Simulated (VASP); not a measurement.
# Hf (Fd-3m) in VASP: a series of runs, part 2 of 2

VASP 6.6.1.

## 6. Single point, PBE (volume scaled by 0.96)

INCAR

```
ALGO     = Normal         # electronic algorithm
EDIFF    = 1E-7           # SCF threshold, eV
ENCUT    = 520            # plane-wave cutoff, eV
GGA      = PE             # functional
ISIF     = 2              # what is computed and relaxed
ISMEAR   = -1             # smearing method
LASPH    = T              # aspherical terms in the spheres
LCHARG   = F              # write CHGCAR
LREAL    = F              # projectors in reciprocal space
LWAVE    = F              # write WAVECAR
NBANDS   = 17             # bands
NELM     = 80             # most SCF steps
PREC     = Accurate       # precision mode
SIGMA    = 0.1            # smearing width, eV
```

KPOINTS

```
k-points
0
Gamma
  9 9 9
```

POSCAR

```
Hf
1.0
    0.0000000000      3.2312572956      3.2312572956
    3.2312572956      0.0000000000      3.2312572956
    3.2312572956      3.2312572956      0.0000000000
Hf
2
Direct
    0.1250000000      0.1250000000      0.1250000000
    0.8750000000      0.8750000000      0.8750000000
```

Potentials or basis: VASP PAW PBE potentials, release 64 (Hf_pv).

On the command line:

```console
cat potpaw_PBE.64/Hf_pv/POTCAR > POTCAR
mpirun -np 1 vasp_std > vasp.out
```

OUTCAR:

```text
EDIFF = 1E-7
   ENCUT = 520
   GGA = PE
   ISIF = 2
   ISMEAR = -1
   LASPH = T
   LREAL = F
   NELM = 80
   PREC = Accurate

 ion  position               nearest neighbor table
   1  0.125  0.125  0.125-   2 2.80   2 2.80   2 2.80   2 2.80
   2  0.875  0.875  0.875-   1 2.80   1 2.80   1 2.80   1 2.80

  LATTYP: Found a face centered cubic cell.
 ALAT       =     6.4625145912

  Lattice vectors:

 A1 = (   0.0000000000,   3.2312572956,   3.2312572956)
 A2 = (   3.2312572956,   0.0000000000,   3.2312572956)
 A3 = (   3.2312572956,   3.2312572956,   0.0000000000)

Analysis of symmetry for initial positions (statically):
=====================================================================
 Subroutine PRICEL returns:
 Original cell was already a primitive cell.

 Routine SETGRP: Setting up the symmetry group for a
 face centered cubic supercell.

 Subroutine GETGRP returns: Found 48 space group operations
 (whereof 12 operations were pure point group operations)
 out of a pool of 48 trial point group operations.

The static configuration has the point symmetry D_3d.
 The point group associated with its full space group is O_h .

Analysis of symmetry for dynamics (positions and initial velocities):
=====================================================================
 Subroutine PRICEL returns:
 Original cell was already a primitive cell.

 Routine SETGRP: Setting up the symmetry group for a
 face centered cubic supercell.

 Subroutine GETGRP returns: Found 48 space group operations
 (whereof 12 operations were pure point group operations)
 out of a pool of 48 trial point group operations.

The dynamic configuration has the point symmetry D_3d.
 The point group associated with its full space group is O_h .

[... 105 lines left out ...]
   ISYM   =      2    0-nonsym 1-usesym 2-fastsym
   POTIM  = 0.5000    time-step for ionic-motion
   TEBEG  =    0.0;   TEEND  =   0.0 temperature during run
   PSTRESS=    0.0 pullay stress
   NELECT =      20.0000    total number of electrons
   NUPDOWN=      -1.0000    fix difference up-down
   EMIN   =  10.00;   EMAX   =-10.00  energy-range for DOS
   EFERMI =   0.00;   METHOD = LEGACY
   ISMEAR =    -1;   SIGMA  =   0.10  broadening in eV -4-tet -1-fermi 0-gaus
   EFERMI_NEDOS =   21; number of points for ismear=-14 and -15
   IALGO  =     38    algorithm
   IMIX   =      4    mixing-type and parameters
     AMIX     =   0.40;   BMIX     =  1.00
     AMIX_MAG =   1.60;   BMIX_MAG =  1.00
  volume/ion in A,a.u.               =      33.74       227.67
  Fermi-wavevector in a.u.,A,eV,Ry     =   1.091532  2.062697 16.210565  1.191443
  Thomas-Fermi vector in A             =   2.227780
   LORBIT       =      0    0 simple, 1 ext, 2 COOP (PROOUT), +10 PAW based schemes
   GGA     = PE    functional components
   LHFCALC =     F    Hartree Fock is set to
   AEXX    =    0.0000 exact exchange contribution
   IVDW    =     0    specifies the selected vdW correction
   LEPSILON=     F    determine dielectric tensor
   LRPA    =     F    only Hartree local field effects (RPA)
 non-spin polarized calculation
  energy-cutoff  :      520.00
  volume of cell :       67.48
 maximum number of plane-waves:      1853
 NGX is ok and might be reduce to    36
   NGX = 17   NGY = 17   NGZ = 17

 number of electron      19.9999999 magnetization

 Free energy of the ion-electron system (eV)
  ---------------------------------------------------
  ext. energy  EPLUGINS =         0.00000000
  ---------------------------------------------------
  free energy    TOTEN  =       -14.54539884 eV

  energy without entropy =      -14.38123558  energy(sigma->0) =      -14.46331721

 E-fermi :   1.7388     XC(G=0):  -9.2184

 val. band max:        1.7234524330   @ k =   0.4444   0.0000   0.0000
 cond. band min:       1.7389224458   @ k =   0.4444   0.1111   0.0000
 fundamental gap:      0.0154700128
 Fermi energy:         1.7388499917

 k-point     1 :       0.0000    0.0000    0.0000
  band No.  band energies     occupation
      1     -29.2376      2.00000
      2     -29.2376      2.00000
      3     -29.2376      2.00000
      4     -28.5950      2.00000
      5     -28.5950      2.00000
      6     -28.5950      2.00000
[... 457 lines left out ...]
      4     -28.8720      2.00000
      5     -28.4525      2.00000
      6     -28.4525      2.00000
[... 9 lines left out ...]
     16       5.1611      0.00000
     17       7.1087      0.00000

 [... further k-points ...]
[... 5 lines left out ...]
  --------------------------------------------------------------------------------------
  -------------------------------------------------------------------------------------
  Total        0.4185937      0.4185937      0.4185937     -0.0000000      0.0000000      0.0000000
  in kB        9.9393644      9.9393644      9.9393644     -0.0000000      0.0000000      0.0000000
  external PRESSURE =       9.9393644 kB  Pullay stress =       0.0000000 kB

 VOLUME and BASIS-vectors are now :
 -----------------------------------------------------------------------------
  energy-cutoff  :      520.00
  volume of cell :       67.48
      direct lattice vectors                 reciprocal lattice vectors
     0.000000000  3.231257296  3.231257296    -0.154738529  0.154738529  0.154738529
     3.231257296  0.000000000  3.231257296     0.154738529 -0.154738529  0.154738529
     3.231257296  3.231257296  0.000000000     0.154738529  0.154738529 -0.154738529

 POSITION                                       TOTAL-FORCE (eV/Angst)
 -----------------------------------------------------------------------------------
      0.80781      0.80781      0.80781        -0.000000      0.000000      0.000000
      5.65470      5.65470      5.65470         0.000000     -0.000000     -0.000000
 -----------------------------------------------------------------------------------
    total drift:                                0.000000      0.000000      0.000000

  FREE ENERGIE OF THE ION-ELECTRON SYSTEM (eV)
  ---------------------------------------------------
  free  energy   TOTEN  =       -14.5453988440 eV

  energy  without entropy=      -14.3812355773  energy(sigma->0) =      -14.46331721
```

stdout:

```text
POSCAR found type information on POSCAR Hf
 POSCAR found :  1 types and       2 ions
 scaLAPACK will be used
 LDA part: xc-table for (Slater+PW92), standard interpolation
 POSCAR, INCAR and KPOINTS ok, starting setup
 FFT: planning ... GRIDC
 FFT: planning ... GRID_SOFT
 FFT: planning ... GRID
 WAVECAR not read
 entering main loop
```

Wall time 17 s (1 thread of Intel Xeon 6975P-C (Granite Rapids), shared host); peak memory 0.21 GiB.

Results:

| Property | Result |
| --- | --- |
| Free energy | -14.5454 eV |
| Pressure | 1.0 GPa |
| Band gap on the k mesh | zero (band 10 reaches 2.09 eV, above the bottom of band 11 at 1.45 eV) |

Caveat: spin-orbit coupling is left out, which moves the levels of the heavy elements.

## 7. Summary

| level | cell | k mesh | grid for exact exchange (PRECFOCK) | screening parameter | gap on the mesh (eV) | pressure (GPa) |
| --- | --- | --- | --- | --- | --- | --- |
| PBE | a = 4.632 Å, angles 60.0°, 2 atoms | 4 × 4 × 4 | - | - | none | 0.1 |
| HSE06 | a = 4.632 Å, angles 60.0°, 2 atoms | 4 × 4 × 4 | Normal | 0.2079 1/Å | none | -0.3 |
| PBE | a = 4.439 Å, angles 60.0°, 2 atoms | 9 × 9 × 9 | - | - | none | 3.8 |
| PBE | a = 4.505 Å, angles 60.0°, 2 atoms | 9 × 9 × 9 | - | - | none | 2.3 |
| PBE | a = 4.570 Å, angles 60.0°, 2 atoms | 9 × 9 × 9 | - | - | none | 1.0 |

Alike in all rows: task single point; potentials or basis VASP PAW PBE potentials, release 64 (Hf_pv); no spin polarisation; cutoff (eV) 520; smearing fermi-dirac 0.1 eV.

Caveats: some runs use coarse meshes; spin-orbit coupling is left out, which moves the levels of the heavy elements; the PAW data sets were made with another functional, which shifts forces and pressure a little (some runs).

Total energies depend on the potentials used, so only differences within one code and one set of settings carry meaning.
